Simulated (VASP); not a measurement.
# LiBiCl6 (Fm-3m) in VASP: a series of runs

Runs on LiBiCl6. Level: PBE. Tasks: single point, relaxation of cell and atoms.

Everything below comes from runs of VASP 6.6.1. Logs are shortened: lines on timing, memory, paths and dates and some standing lists are left out, and cuts for length are marked.

**1. The cell of the first run**

Symmetry: Fm-3m, No. 225, cubic system. Conventional cell: a = 10.506 Å, b = 10.506 Å, c = 10.506 Å, α = 90.00°, β = 90.00°, γ = 90.00°. Within 3.5 Å of Li (site symmetry m-3m) lie 6 Cl at 2.63 Å. Bi (site symmetry m-3m) has 6 Cl at 2.63 Å within 3.5 Å. Cl (site symmetry 4mm) has 1 Li at 2.63 Å and 1 Bi at 2.63 Å within 3.5 Å.

**2. Single point, PBE**

INCAR

```
PREC = Accurate ; ENCUT = 520
EDIFF = 1E-7 ; ISMEAR = 0
SIGMA = 0.1 ; LREAL = F
LASPH = T ; NELM = 100
ALGO = Normal ; ISIF = 2
LWAVE = F ; LCHARG = T
GGA = PE ; LELF = T
LVHAR = T ; NBANDS = 40
```

KPOINTS

```
regular mesh
0
Gamma
  4 4 4
```

POSCAR

```
LiBiCl6
1.0
    0.0000000000      5.2530000000      5.2530000000
    5.2530000000      0.0000000000      5.2530000000
    5.2530000000      5.2530000000      0.0000000000
Li Bi Cl
1 1 6
Direct
    0.0000000000      0.0000000000      0.0000000000
    0.5000000000      0.5000000000      0.5000000000
    0.7500000000      0.2500000000      0.2500000000
    0.2500000000      0.7500000000      0.7500000000
    0.2500000000      0.7500000000      0.2500000000
    0.7500000000      0.2500000000      0.7500000000
    0.2500000000      0.2500000000      0.7500000000
    0.7500000000      0.7500000000      0.2500000000
```

Potentials or basis: VASP PAW PBE potentials, release 64 (Li_sv, Bi_d, Cl).

Run with:

```
$ cat potpaw_PBE.64/Li_sv/POTCAR potpaw_PBE.64/Bi_d/POTCAR potpaw_PBE.64/Cl/POTCAR > POTCAR
$ mpirun -np 1 vasp_std > vasp.out
```

OUTCAR:

```text
PREC = Accurate
   ENCUT = 520
   EDIFF = 1E-7
   ISMEAR = 0
   LREAL = F
   LASPH = T
   NELM = 100
   ISIF = 2
   GGA = PE

 ion  position               nearest neighbor table
   1  0.000  0.000  0.000-   3 2.63   4 2.63   5 2.63   6 2.63   7 2.63   8 2.63
   2  0.500  0.500  0.500-   3 2.63   4 2.63   5 2.63   6 2.63   7 2.63   8 2.63
   3  0.750  0.250  0.250-   1 2.63   2 2.63
   4  0.250  0.750  0.750-   1 2.63   2 2.63
   5  0.250  0.750  0.250-   1 2.63   2 2.63
   6  0.750  0.250  0.750-   1 2.63   2 2.63
   7  0.250  0.250  0.750-   1 2.63   2 2.63
   8  0.750  0.750  0.250-   1 2.63   2 2.63

  LATTYP: Found a face centered cubic cell.
 ALAT       =    10.5060000000

  Lattice vectors:

 A1 = (   0.0000000000,   5.2530000000,   5.2530000000)
 A2 = (   5.2530000000,   0.0000000000,   5.2530000000)
 A3 = (   5.2530000000,   5.2530000000,   0.0000000000)

Analysis of symmetry for initial positions (statically):
=====================================================================
 Subroutine PRICEL returns:
 Original cell was already a primitive cell.

 Routine SETGRP: Setting up the symmetry group for a
 face centered cubic supercell.

 Subroutine GETGRP returns: Found 48 space group operations
 (whereof 48 operations were pure point group operations)
 out of a pool of 48 trial point group operations.

The static configuration has the point symmetry O_h .

Analysis of symmetry for dynamics (positions and initial velocities):
=====================================================================
 Subroutine PRICEL returns:
 Original cell was already a primitive cell.

 Routine SETGRP: Setting up the symmetry group for a
 face centered cubic supercell.

 Subroutine GETGRP returns: Found 48 space group operations
 (whereof 48 operations were pure point group operations)
 out of a pool of 48 trial point group operations.

The dynamic configuration has the point symmetry O_h .

 Subroutine INISYM returns: Found 48 space group operations
 (whereof 48 operations are pure point group operations),
 and found     1 'primitive' translations

----------------------------------------------------------------------------------------

                                     Primitive cell

  volume of cell :     289.9027

  direct lattice vectors                    reciprocal lattice vectors
     0.000000000  5.253000000  5.253000000    -0.095183705  0.095183705  0.095183705
     5.253000000  0.000000000  5.253000000     0.095183705 -0.095183705  0.095183705
     5.253000000  5.253000000  0.000000000     0.095183705  0.095183705 -0.095183705

  length of vectors
     7.428863843  7.428863843  7.428863843     0.164863012  0.164863012  0.164863012

  position of ions in fractional coordinates (direct lattice)
     0.000000000  0.000000000  0.000000000
     0.500000000  0.500000000  0.500000000
     0.750000000  0.250000000  0.250000000
     0.250000000  0.750000000  0.750000000
     0.250000000  0.750000000  0.250000000
     0.750000000  0.250000000  0.750000000
     0.250000000  0.250000000  0.750000000
     0.750000000  0.750000000  0.250000000

  ion indices of the primitive-cell ions
   primitive index   ion index
                 1           1
                 2           2
                 3           3
                 4           4
                 5           5
                 6           6
                 7           7
                 8           8

----------------------------------------------------------------------------------------

 KPOINTS: regular mesh

Automatic generation of k-mesh.
 Grid dimensions read from file:
 generate k-points for:    4    4    4

 Generating k-lattice:

  Cartesian coordinates                     Fractional coordinates (reciprocal lattice)
    -0.023795926  0.023795926  0.023795926     0.250000000  0.000000000  0.000000000
     0.023795926 -0.023795926  0.023795926     0.000000000  0.250000000  0.000000000
     0.023795926  0.023795926 -0.023795926     0.000000000  0.000000000  0.250000000

  Length of vectors
     0.041215753  0.041215753  0.041215753

  Shift w.r.t. Gamma in fractional coordinates (k-lattice)
     0.000000000  0.000000000  0.000000000

 Subroutine IBZKPT returns following result:
 ===========================================

 Found      8 irreducible k-points:

 Following reciprocal coordinates:
            Coordinates               Weight
  0.000000  0.000000  0.000000      1.000000
  0.250000  0.000000  0.000000      8.000000
  0.500000  0.000000  0.000000      4.000000
  0.250000  0.250000  0.000000      6.000000
  0.500000  0.250000  0.000000     24.000000
 -0.250000  0.250000  0.000000     12.000000
  0.500000  0.500000  0.000000      3.000000
 -0.250000  0.500000  0.250000      6.000000
   k-points           NKPTS =      8   k-points in BZ     NKDIM =      8   number of bands    NBANDS=     40
   number of dos      NEDOS =    301   number of ions     NIONS =      8
   total plane-waves  NPLWV = 175616
   dimension x,y,z NGX =    56 NGY =   56 NGZ =   56
   dimension x,y,z NGXF=   112 NGYF=  112 NGZF=  112
   ions per type =               1   1   6
   NGX,Y,Z   is equivalent  to a cutoff of  12.53, 12.53, 12.53 a.u.
   NGXF,Y,Z  is equivalent  to a cutoff of  25.06, 25.06, 25.06 a.u.
 SYSTEM =  unknown system
   PREC   = accura    normal or accurate (medium, high low for compatibility)
   ISTART =      0    job   : 0-new  1-cont  2-samecut
   ICHARG =      2    charge: 1-file 2-atom 10-const
   ISPIN  =      1    spin polarized calculation?
   LNONCOLLINEAR =      F non collinear calculations
   LSORBIT =      F    spin-orbit coupling
   LASPH  =      T    aspherical Exc in radial PAW
   ENCUT  =  520.0 eV  38.22 Ry    6.18 a.u.  13.81 13.81 13.81*2*pi/ulx,y,z
   NELM   =    100;   NELMIN=  2; NELMDL= -5     # of ELM steps
   EDIFF  = 0.1E-06   stopping-criterion for ELM
   LREAL  =      F    real-space projection
   EDIFFG = 0.1E-05   stopping-criterion for IOM
   NSW    =      0    number of steps for IOM
   IBRION =     -1    ionic relax: 0-MD 1-quasi-New 2-CG
   NFREE  =      0    steps in history (QN), initial steepest desc. (CG)
   ISIF   =      2    stress and relaxation
   ISYM   =      2    0-nonsym 1-usesym 2-fastsym
   POTIM  = 0.5000    time-step for ionic-motion
   TEBEG  =    0.0;   TEEND  =   0.0 temperature during run
   PSTRESS=    0.0 pullay stress
   NELECT =      60.0000    total number of electrons
   NUPDOWN=      -1.0000    fix difference up-down
   EMIN   =  10.00;   EMAX   =-10.00  energy-range for DOS
   EFERMI =   0.00;   METHOD = LEGACY
   ISMEAR =     0;   SIGMA  =   0.10  broadening in eV -4-tet -1-fermi 0-gaus
   EFERMI_NEDOS =   21; number of points for ismear=-14 and -15
   IALGO  =     38    algorithm
   IMIX   =      4    mixing-type and parameters
     AMIX     =   0.40;   BMIX     =  1.00
     AMIX_MAG =   1.60;   BMIX_MAG =  1.00
  volume/ion in A,a.u.               =      36.24       244.54
  Fermi-wavevector in a.u.,A,eV,Ry     =   0.968370  1.829953 12.758725  0.937740
  Thomas-Fermi vector in A             =   2.098333
   LORBIT       =      0    0 simple, 1 ext, 2 COOP (PROOUT), +10 PAW based schemes
   GGA     = PE    functional components
   LHFCALC =     F    Hartree Fock is set to
   AEXX    =    0.0000 exact exchange contribution
   IVDW    =     0    specifies the selected vdW correction
   LEPSILON=     F    determine dielectric tensor
   LRPA    =     F    only Hartree local field effects (RPA)
 non-spin polarized calculation
 Gauss-broadening in eV      SIGMA  =   0.10
  energy-cutoff  :      520.00
  volume of cell :      289.90
 maximum number of plane-waves:      7848
   NGX = 27   NGY = 27   NGZ = 27

 number of electron      59.9999998 magnetization

 Free energy of the ion-electron system (eV)
  ---------------------------------------------------
  ext. energy  EPLUGINS =         0.00000000
  ---------------------------------------------------
  free energy    TOTEN  =       -22.40564925 eV

  energy without entropy =      -22.36512388  energy(sigma->0) =      -22.38538656

 E-fermi :  -2.1411     XC(G=0):  -6.6810

 val. band max:       -2.1588253368   @ k =   0.2500   0.2500   0.0000
 cond. band min:      -2.1199223947   @ k =   0.5000   0.5000   0.0000
 fundamental gap:      0.0389029422
 Fermi energy:        -2.1411040234

 k-point     1 :       0.0000    0.0000    0.0000
  band No.  band energies     occupation
      1     -46.7847      2.00000
      2     -24.5807      2.00000
      3     -24.5807      2.00000
      4     -24.5099      2.00000
      5     -24.5099      2.00000
      6     -24.5099      2.00000
[... 32 lines left out ...]
     39       7.1086      0.00000
     40       7.5255      0.00000

 k-point     2 :       0.2500    0.0000    0.0000
  band No.  band energies     occupation
      1     -46.7847      2.00000
      2     -24.5807      2.00000
      3     -24.5807      2.00000
      4     -24.5099      2.00000
      5     -24.5099      2.00000
      6     -24.5099      2.00000
[... 32 lines left out ...]
     39       7.2743      0.00000
     40       7.4596      0.00000

 k-point     3 :       0.5000    0.0000    0.0000
  band No.  band energies     occupation
      1     -46.7847      2.00000
      2     -24.5807      2.00000
      3     -24.5807      2.00000
      4     -24.5099      2.00000
      5     -24.5099      2.00000
      6     -24.5099      2.00000
[... 165 lines left out ...]
  band No.  band energies     occupation
      1     -46.7847      2.00000
      2     -24.5807      2.00000
      3     -24.5807      2.00000
      4     -24.5099      2.00000
      5     -24.5099      2.00000
      6     -24.5099      2.00000
[... 32 lines left out ...]
     39       7.4496      0.00000
     40       7.5027      0.00000

 k-point     8 :      -0.2500    0.5000    0.2500
  band No.  band energies     occupation
      1     -46.7848      2.00000
      2     -24.5807      2.00000
      3     -24.5807      2.00000
      4     -24.5099      2.00000
      5     -24.5099      2.00000
      6     -24.5099      2.00000
[... 32 lines left out ...]
     39       7.2838      0.00000
     40       7.2864      0.00000

------------------------ aborting loop because EDIFF is reached ----------------------------------------

  FORCE on cell =-STRESS in cart. coord.  units (eV):
  Direction    XX          YY          ZZ          XY          YZ          ZX
  --------------------------------------------------------------------------------------
  -------------------------------------------------------------------------------------
  Total       -2.6374021     -2.6374021     -2.6374021      0.0000000     -0.0000000      0.0000000
  in kB      -14.5758782    -14.5758782    -14.5758782      0.0000000     -0.0000000      0.0000000
  external PRESSURE =     -14.5758782 kB  Pullay stress =       0.0000000 kB

 VOLUME and BASIS-vectors are now :
 -----------------------------------------------------------------------------
  energy-cutoff  :      520.00
  volume of cell :      289.90
      direct lattice vectors                 reciprocal lattice vectors
     0.000000000  5.253000000  5.253000000    -0.095183705  0.095183705  0.095183705
     5.253000000  0.000000000  5.253000000     0.095183705 -0.095183705  0.095183705
     5.253000000  5.253000000  0.000000000     0.095183705  0.095183705 -0.095183705

 POSITION                                       TOTAL-FORCE (eV/Angst)
 -----------------------------------------------------------------------------------
      0.00000      0.00000      0.00000         0.000000     -0.000000     -0.000000
      5.25300      5.25300      5.25300         0.000000     -0.000000     -0.000000
      2.62650      5.25300      5.25300         0.344998     -0.000000     -0.000000
      7.87950      5.25300      5.25300        -0.344998     -0.000000     -0.000000
      5.25300      2.62650      5.25300         0.000000      0.344998     -0.000000
      5.25300      7.87950      5.25300         0.000000     -0.344998     -0.000000
      5.25300      5.25300      2.62650         0.000000     -0.000000      0.344998
      5.25300      5.25300      7.87950         0.000000     -0.000000     -0.344998
 -----------------------------------------------------------------------------------
    total drift:                                0.000000     -0.000000     -0.000000

  FREE ENERGIE OF THE ION-ELECTRON SYSTEM (eV)
  ---------------------------------------------------
  free  energy   TOTEN  =       -22.4056492475 eV

  energy  without entropy=      -22.3651238799  energy(sigma->0) =      -22.38538656
```

Wall time 70 s (1 thread of Intel Xeon 6975P-C (Granite Rapids), shared host); peak memory 0.45 GiB.

What came out:

| Item | Value |
| --- | --- |
| Free energy | -22.4056 eV |
| Band gap on the k mesh | zero (band 30 reaches -2.12 eV, above the bottom of band 31 at -2.20 eV) |

Caveat: the cutoff is under 1.25 times the usual one of these potentials, so pressure, stress and relaxed cells hold a basis-set (Pulay) error; spin-orbit coupling is left out, which moves the levels of the heavy elements.

**3. Single point, PBE**

This run uses another cell than the first one, of 34.32 Å³/atom, 0.947 times its volume.

INCAR

```
PREC     = Accurate       # precision mode
ENCUT    = 520            # plane-wave cutoff, eV
EDIFF    = 1E-7           # SCF threshold, eV
ISMEAR   = 0              # smearing method
SIGMA    = 0.1            # smearing width, eV
LREAL    = False          # projectors in reciprocal space
LASPH    = True           # aspherical terms in the spheres
NELM     = 100            # most SCF steps
ALGO     = Normal         # electronic algorithm
ISIF     = 2              # what is computed and relaxed
LWAVE    = False          # write WAVECAR
LCHARG   = True           # write CHGCAR
GGA      = PE             # functional
LELF     = True           # ELF
LVHAR    = True         
NBANDS   = 40             # bands
```

KPOINTS

```
Automatic mesh
0
Gamma
  6 6 6
```

POSCAR

```
LiBiCl6
1.0
    0.0000000000      5.1588461411      5.1588461411
    5.1588461411      0.0000000000      5.1588461411
    5.1588461411      5.1588461411      0.0000000000
Li Bi Cl
1 1 6
Direct
    0.0000000000      0.0000000000      0.0000000000
    0.5000000000      0.5000000000      0.5000000000
    0.7460383278      0.2539616722      0.2539616722
    0.2539616722      0.7460383278      0.7460383278
    0.2539616722      0.7460383278      0.2539616722
    0.7460383278      0.2539616722      0.7460383278
    0.2539616722      0.2539616722      0.7460383278
    0.7460383278      0.7460383278      0.2539616722
```

Potentials or basis: VASP PAW PBE potentials, release 64 (Li_sv, Bi_d, Cl).

Run with:

```
$ cat potpaw_PBE.64/Li_sv/POTCAR potpaw_PBE.64/Bi_d/POTCAR potpaw_PBE.64/Cl/POTCAR > POTCAR
$ mpirun -np 1 vasp_std > vasp.out
```

Wall time 2 min (1 thread of Intel Xeon 6975P-C (Granite Rapids), shared host); peak memory 0.47 GiB.

It converged, with:

```
Free energy            : -22.5318 eV
Largest force          : 0.009 eV/Å
Band gap on the k mesh : zero (band 30 reaches -1.76 eV, above the bottom of band 31 at -1.80 eV)
```

Forces in eV/Å, atoms in the order of the input:
```
Li   0.000  0.000  0.000
Bi   0.000  0.000  0.000
Cl   0.009  0.000  0.000
Cl  -0.009  0.000  0.000
Cl   0.000  0.009  0.000
Cl   0.000 -0.009  0.000
Cl   0.000  0.000  0.009
Cl   0.000  0.000 -0.009
```

Levels at points of the mesh, in eV from the Fermi level:
| k point | band 26 | band 27 | band 28 | band 29 | band 30 | band 31 | band 32 | band 33 | band 34 | band 35 |
| --- | --- | --- | --- | --- | --- | --- | --- | --- | --- | --- |
| (0.00, 0.00, 0.00) | -0.62 | -0.62 | -0.47 | -0.03 | -0.03 | -0.03 | 4.71 | 4.71 | 4.71 | 6.60 |
| (0.50, 0.00, 0.00) | -0.48 | -0.42 | -0.32 | -0.32 | -0.28 | 0.33 | 4.48 | 5.79 | 5.79 | 7.87 |
| (0.50, 0.50, 0.00) | -0.72 | -0.72 | -0.62 | -0.62 | -0.04 | 0.69 | 5.23 | 5.23 | 5.65 | 8.31 |

Caveat: the cutoff is under 1.25 times the usual one of these potentials, so pressure, stress and relaxed cells hold a basis-set (Pulay) error; spin-orbit coupling is left out, which moves the levels of the heavy elements.

**4. Relaxation of cell and atoms, PBE**

INCAR

```
SYSTEM = LiBiCl6
PREC = Accurate
ENCUT = 600
EDIFF = 1E-6
ISMEAR = 0
SIGMA = 0.1
LREAL = .FALSE.
LASPH = .TRUE.
NELM = 60
ALGO = Normal
ISIF = 3
LWAVE = .FALSE.
LCHARG = .FALSE.
GGA = PE
IBRION = 2
NSW = 100
EDIFFG = -0.01
```

KPOINTS

```
Automatic mesh
0
G
  6 6 6
  0 0 0
```

POSCAR

```
LiBiCl6
1.0
    0.0000000000      5.2530000000      5.2530000000
    5.2530000000      0.0000000000      5.2530000000
    5.2530000000      5.2530000000      0.0000000000
Li Bi Cl
1 1 6
Direct
    0.0000000000      0.0000000000      0.0000000000
    0.5000000000      0.5000000000      0.5000000000
    0.7500000000      0.2500000000      0.2500000000
    0.2500000000      0.7500000000      0.7500000000
    0.2500000000      0.7500000000      0.2500000000
    0.7500000000      0.2500000000      0.7500000000
    0.2500000000      0.2500000000      0.7500000000
    0.7500000000      0.7500000000      0.2500000000
```

Run with:

```
$ cat potpaw_PBE.64/Li_sv/POTCAR potpaw_PBE.64/Bi_d/POTCAR potpaw_PBE.64/Cl/POTCAR > POTCAR
$ mpirun -np 1 vasp_std > vasp.out
```

Wall time 9.6 min (1 thread of Intel Xeon 6975P-C (Granite Rapids), shared host); peak memory 0.65 GiB.

Results (log left out):

- Free energy: -22.5336 eV
- Relaxed volume: 34.27 Å³/atom
- Relaxed cell: a = 7.292 Å, b = 7.292 Å, c = 7.292 Å, α = 60.00°, β = 60.00°, γ = 60.00°
- Space group after relaxing (to 0.05 Å): Fm-3m (No. 225)
- Energy gained by relaxing: 16.3 meV/atom
- Ionic steps: 10
- Pressure after relaxing: 0.0 GPa
- Band gap on the k mesh: zero (band 30 reaches -1.75 eV, above the bottom of band 31 at -1.79 eV)

Step by step:
```tsv
step	energy change (eV)	largest force (eV/Å)	pressure (GPa)	volume (Å³)
1	0.0000	0.3474	-1.43	289.90
2	-0.1120	0.1828	-0.54	276.53
3	-0.1274	0.0419	0.11	269.92
4	-0.1275	0.0522	0.06	270.34
5	-0.1285	0.0412	0.06	270.84
6	-0.1303	0.0074	0.07	272.35
7	-0.1290	0.0601	0.09	275.37
8	-0.1306	0.0154	0.07	273.28
9	-0.1306	0.0102	-0.06	274.81
10	-0.1307	0.0011	0.00	274.12
```

Final structure:
```
CELL_PARAMETERS angstrom
0.00000 5.15589 5.15589
5.15589 0.00000 5.15589
5.15589 5.15589 0.00000
ATOMIC_POSITIONS crystal
Li 0.00000 0.00000 0.00000
Bi 0.50000 0.50000 0.50000
Cl 0.74602 0.25398 0.25398
Cl 0.25398 0.74602 0.74602
Cl 0.25398 0.74602 0.25398
Cl 0.74602 0.25398 0.74602
Cl 0.25398 0.25398 0.74602
Cl 0.74602 0.74602 0.25398
```

Levels at points of the mesh, in eV from the Fermi level:
```tsv
k point	band 28	band 29	band 30	band 31	band 32	band 33
(0.00, 0.00, 0.00)	-0.47	-0.03	-0.03	-0.03	4.72	4.72
(0.50, 0.00, 0.00)	-0.32	-0.32	-0.28	0.34	4.49	5.80
(0.50, 0.50, 0.00)	-0.62	-0.62	-0.04	0.70	5.23	5.23
```

Caveat: the cutoff is under 1.25 times the usual one of these potentials, so pressure, stress and relaxed cells hold a basis-set (Pulay) error; spin-orbit coupling is left out, which moves the levels of the heavy elements.

**5. The runs side by side**

```tsv
task	cell	k mesh	cutoff (eV)	gap on the mesh (eV)
single point	a = 7.429 Å, angles 60.0°, 8 atoms	4 × 4 × 4	520	none
single point	a = 7.296 Å, angles 60.0°, 8 atoms	6 × 6 × 6	520	none
relaxation of cell and atoms	relaxed from a = 7.429 Å, angles 60.0°, 8 atoms	6 × 6 × 6	600	none
```

Alike in all rows: level PBE; potentials or basis VASP PAW PBE potentials, release 64 (Li_sv, Bi_d, Cl); no spin polarisation; smearing gaussian 0.1 eV.

Caveats: the cutoff is under 1.25 times the usual one of these potentials, so pressure, stress and relaxed cells hold a basis-set (Pulay) error; spin-orbit coupling is left out, which moves the levels of the heavy elements.

Absolute energies hang on the potentials; compare differences alone.
